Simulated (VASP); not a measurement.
# W12C13O in VASP: further runs, part 2 of 2

VASP 6.6.1. Earlier steps stand in the parts before.

## (3) Single point, PBE+D3(BJ)

File INCAR:

```
SYSTEM = W12C13O
ALGO = Normal ; EDIFF = 1E-6
ENCUT = 520 ; GGA = PE
ISIF = 2 ; ISMEAR = -1
IVDW = 12 ; LASPH = .True.
LCHARG = .True. ; LELF = .True.
LREAL = Auto ; LVHAR = .True.
LWAVE = .False. ; NBANDS = 132
NELM = 60 ; PREC = Accurate
SIGMA = 0.15
```

File KPOINTS:

```
k-points
0
Gamma
  3 3 1
  0 0 0
```

File POSCAR:

```
W12C13O
1.0
    5.8072000000      0.0000000000      0.0000000000
   -2.9036000000      5.0291830000      0.0000000000
    0.0000000000      0.0000000000     18.0700000000
W C O
12 13 1
Direct
    0.0000000000      0.0000000000      0.0553403431
   -0.0199127880     -0.0228466532      0.2111068069
   -0.0123338695     -0.0099618566      0.3704759270
    0.0000008451      0.5000016901      0.0553403431
    0.0018509706      0.5115542624      0.2138738240
    0.0177049204      0.5051715159      0.3806530160
    0.5000000000      0.0000000000      0.0553403431
    0.5143176364      0.0068003093      0.2125290537
    0.5071372507     -0.0065617020      0.3751189817
    0.5000008451      0.5000016901      0.0553403431
    0.4801737370      0.4813903173      0.2147869397
    0.4981919933      0.5051317480      0.3660376314
    0.3333336150      0.1666672300      0.1335915883
    0.3438395138      0.1837873070      0.2944659657
    0.3217806632      0.1693913306      0.4505091312
    0.3333344601      0.6666689202      0.1335915883
    0.3282194296      0.6540624988      0.2886828998
    0.3406609937      0.6883821885      0.4464637521
    0.8333336150      0.1666672300      0.1335915883
    0.8500929364      0.1799695895      0.2854676259
    0.8465761314      0.1926356627      0.4378417266
    0.8333344601      0.6666689202      0.1335915883
    0.8522090378      0.6813432719      0.2901272828
    0.8413133148      0.6918221111      0.4332540122
    0.3631442014      0.2439561257      0.5315439956
    0.3947395405      0.3512300109      0.5884726065
```

Potentials or basis: VASP PAW PBE potentials, release 64 (W_sv, C, O).

On the command line:

```bash
> cat potpaw_PBE.64/W_sv/POTCAR potpaw_PBE.64/C/POTCAR potpaw_PBE.64/O/POTCAR > POTCAR
> mpirun -np 1 vasp_std > vasp.out
```

OUTCAR:

```text
SYSTEM = W12C13O
   EDIFF = 1E-6
   ENCUT = 520
   GGA = PE
   ISIF = 2
   ISMEAR = -1
   IVDW = 12
   LASPH = .True.
   LREAL = Auto
   NELM = 60
   PREC = Accurate
 IVDW          = 12

 ion  position               nearest neighbor table
   1  0.000  0.000  0.055-  22 2.19  19 2.19  13 2.19   2 2.82  10 2.90   4 2.90   7 2.90   7 2.90
                             4 2.90  10 2.90
   2  0.980  0.977  0.211-  23 2.07  22 2.10  20 2.16  19 2.20  13 2.26  14 2.37   5 2.77   8 2.79
                             1 2.82   3 2.88  11 2.89  11 2.92   8 3.02   5 3.04
   3  0.988  0.990  0.370-  24 1.88  21 2.12  23 2.13  15 2.22  20 2.26  14 2.26   9 2.80  12 2.83
                             2 2.88   6 2.91   6 2.91  12 2.98   9 3.01
   4  0.000  0.500  0.055-  16 2.19  22 2.19  19 2.19   5 2.87   7 2.90   1 2.90  10 2.90  10 2.90
                             1 2.90   7 2.90
   5  0.002  0.512  0.214-  20 2.11  23 2.12  17 2.13  22 2.18  16 2.21  19 2.26   2 2.77   4 2.87
                            11 2.87   8 2.88   8 2.93  11 2.95   6 3.02   2 3.04
   6  0.018  0.505  0.381-  21 1.88  18 2.02  24 2.06  17 2.28  23 2.37  20 2.37  12 2.80   9 2.84
                             3 2.91   3 2.91   9 2.97   5 3.02  12 3.03
   7  0.500  0.000  0.055-  16 2.19  13 2.19  19 2.19   8 2.84   4 2.90  10 2.90   1 2.90   1 2.90
                            10 2.90   4 2.90
   8  0.514  0.007  0.213-  20 2.14  19 2.15  16 2.23  13 2.23  17 2.25  14 2.29   2 2.79   7 2.84
                            11 2.86   5 2.88   5 2.93   9 2.94  11 2.96   2 3.02
   9  0.507  0.993  0.375-  18 2.01  21 2.06  15 2.27  14 2.30  17 2.31  20 2.37   3 2.80  12 2.81
                             6 2.84   8 2.94   6 2.97  12 3.00   3 3.01
  10  0.500  0.500  0.055-  22 2.19  16 2.19  13 2.19  11 2.88   1 2.90   7 2.90   4 2.90   4 2.90
                             7 2.90   1 2.90
  11  0.480  0.481  0.215-  14 2.08  17 2.11  13 2.16  16 2.23  22 2.30  23 2.32  12 2.74   8 2.86
                             5 2.87  10 2.88   2 2.89   2 2.92   5 2.95   8 2.96
  12  0.498  0.505  0.366-  14 2.07  24 2.11  17 2.13  23 2.25  18 2.25  15 2.28  11 2.74   6 2.80
                             9 2.81   3 2.83   3 2.98   9 3.00   6 3.03
  13  0.333  0.167  0.134-  11 2.16   7 2.19   1 2.19  10 2.19   8 2.23   2 2.26
  14  0.344  0.184  0.294-  12 2.07  11 2.08   3 2.26   8 2.29   9 2.30   2 2.37
  15  0.322  0.169  0.451-  25 1.51   3 2.22   9 2.27  12 2.28
  16  0.333  0.667  0.134-   7 2.19   4 2.19  10 2.19   5 2.21  11 2.23   8 2.23
  17  0.328  0.654  0.289-  11 2.11  12 2.13   5 2.13   8 2.25   6 2.28   9 2.31
  18  0.341  0.688  0.446-   9 2.01   6 2.02  12 2.25
  19  0.833  0.167  0.134-   8 2.15   7 2.19   1 2.19   4 2.19   2 2.20   5 2.26
  20  0.850  0.180  0.285-   5 2.11   8 2.14   2 2.16   3 2.26   9 2.37   6 2.37
[... 212 lines left out ...]
  ---------------------------------------------------
  ext. energy  EPLUGINS =         0.00000000
  ---------------------------------------------------
  free energy    TOTEN  =      -266.36831901 eV

  energy without entropy =     -265.82750790  energy(sigma->0) =     -266.09791345

 E-fermi :   2.9173     XC(G=0):  -8.1073

 val. band max:        2.9003006148   @ k =   0.3333   0.0000   0.0000
 cond. band min:       2.9579078673   @ k =   0.0000   0.3333   0.0000
 fundamental gap:      0.0576072525
 Fermi energy:         2.9173114503

 k-point     1 :       0.0000    0.0000    0.0000
  band No.  band energies     occupation
      1     -71.2339      2.00000
      2     -71.1901      2.00000
      3     -71.1652      2.00000
      4     -71.1488      2.00000
      5     -71.1223      2.00000
      6     -71.1102      2.00000
[... 629 lines left out ...]
    124       4.7852      0.00001
    125       5.0161      0.00000
 [bands above 125 left out]

------------------------ aborting loop because EDIFF is reached ----------------------------------------

 Edisp (eV)   -8.47410

 E8    (eV) :    -3.9448

  FORCE on cell =-STRESS in cart. coord.  units (eV):
  Direction    XX          YY          ZZ          XY          YZ          ZX
  --------------------------------------------------------------------------------------
  -------------------------------------------------------------------------------------
  Total      -2.75478     5.40635   -18.38305    -0.71969    -7.32308    -0.12873
  in kB      -8.36324    16.41318   -55.80919    -2.18492   -22.23218    -0.39083
  external pressure =      -15.92 kB  Pullay stress =        0.00 kB

 VOLUME and BASIS-vectors are now :
 -----------------------------------------------------------------------------
  energy-cutoff  :      520.00
  volume of cell :      527.74
      direct lattice vectors                 reciprocal lattice vectors
     5.807200000  0.000000000  0.000000000     0.172200028  0.099419727  0.000000000
    -2.903600000  5.029183000  0.000000000     0.000000000  0.198839454  0.000000000
     0.000000000  0.000000000 18.070000000     0.000000000  0.000000000  0.055340343

 POSITION                                       TOTAL-FORCE (eV/Angst)
 -----------------------------------------------------------------------------------
      0.00000      0.00000      1.00000        -0.007038     -0.105133      0.764827
      2.85430      4.91428      3.81470         1.556673      3.995474      0.383254
      2.86090      4.97908      6.69450         1.192389      3.809072      0.918412
     -1.45180      2.51460      1.00000         0.009875      0.096857      1.099574
     -1.47460      2.57270      3.86470         1.003099     -1.634702     -0.604678
     -1.36400      2.54060      6.87840        -1.272691      1.365638     -1.484204
[... 18 lines left out ...]
      1.40050      1.22690      9.60500        -0.776137     -0.431629     -5.055688
      1.27250      1.76640     10.63370         0.392305     -0.721362     -0.411157
 -----------------------------------------------------------------------------------
    total drift:                                0.002724     -0.004907     -0.014299

  FREE ENERGIE OF THE ION-ELECTRON SYSTEM (eV)
  ---------------------------------------------------
  free  energy   TOTEN  =      -274.8424214675 eV

  energy  without entropy=     -274.3016103560  energy(sigma->0) =     -274.57201591
```

OSZICAR:

```text
N       E                     dE             d eps       ncg     rms          rms(c)
DAV:   1     0.287830279778E+04    0.28783E+04   -0.13210E+05  1480   0.173E+03
DAV:   2    -0.860139858312E+02   -0.29643E+04   -0.28973E+04  1492   0.533E+02
DAV:   3    -0.296364217745E+03   -0.21035E+03   -0.20432E+03  1640   0.137E+02
[... 21 lines left out ...]
DAV:  25    -0.266368286727E+03   -0.50931E-04   -0.84898E-06  1280   0.120E-02    0.515E-03
DAV:  26    -0.266368305572E+03   -0.18845E-04   -0.40011E-06  1232   0.522E-03    0.257E-03
DAV:  27    -0.266368313436E+03   -0.78645E-05   -0.78066E-07   992   0.304E-03    0.143E-03
DAV:  28    -0.266368318208E+03   -0.47721E-05   -0.60696E-07   944   0.204E-03    0.117E-03
DAV:  29    -0.266368319007E+03   -0.79919E-06   -0.17687E-07   832   0.130E-03
   1 F= -.27484242E+03 E0= -.27457202E+03  d E =-.540811E+00
```

Run time: 15 min. Hardware: 1 thread of Intel Xeon 6975P-C (Granite Rapids), shared host; peak memory 0.76 GiB.

What came out:

```
Free energy                : -274.8424 eV
Largest force              : 5.133 eV/Å
Band gap on the k mesh     : zero (bands 113 and 114 overlap by 0.47 eV)
Dispersion energy per atom : -0.326 eV
```

Forces on the atoms (eV/Å):
```
W   -0.007 -0.105  0.765
W    1.557  3.995  0.383
W    1.192  3.809  0.918
W    0.010  0.097  1.100
W    1.003 -1.635 -0.605
W   -1.273  1.366 -1.484
W    0.042  0.010  0.896
W   -1.905 -0.628  0.700
W   -1.149  1.784  0.916
W   -0.106 -0.152  1.108
W    1.556  2.057 -1.951
W    0.662  0.058  4.633
C   -0.124 -0.495 -0.680
C    0.434 -2.630 -0.784
C    1.024  1.041  2.562
C    0.002 -0.022 -0.727
C    0.076  1.508  0.385
C    0.461 -0.517 -1.957
C   -0.016  0.117 -0.976
C   -0.805 -1.405  0.874
C   -0.301 -2.277  0.108
C   -0.531 -0.777 -1.342
C   -1.300 -1.706 -0.034
C   -0.119 -2.341  0.657
C   -0.776 -0.432 -5.056
O    0.392 -0.721 -0.411
```

Levels at points of the mesh, in eV from the Fermi level:
| k point | band 110 | band 111 | band 112 | band 113 | band 114 | band 115 | band 116 | band 117 |
| --- | --- | --- | --- | --- | --- | --- | --- | --- |
| (0.00, 0.00, 0.00) | -0.13 | 0.21 | 0.43 | 0.46 | 0.48 | 0.56 | 0.68 | 0.95 |

Caveat: the k points lie up to 0.42 Å⁻¹ apart; the atoms stand as in a frame of molecular dynamics; there is no dipole correction, which matters where the two faces differ; spin-orbit coupling is left out, which moves the levels of the heavy elements.

The gap in the log of VASP goes by the Fermi energy; the results here count the filled bands.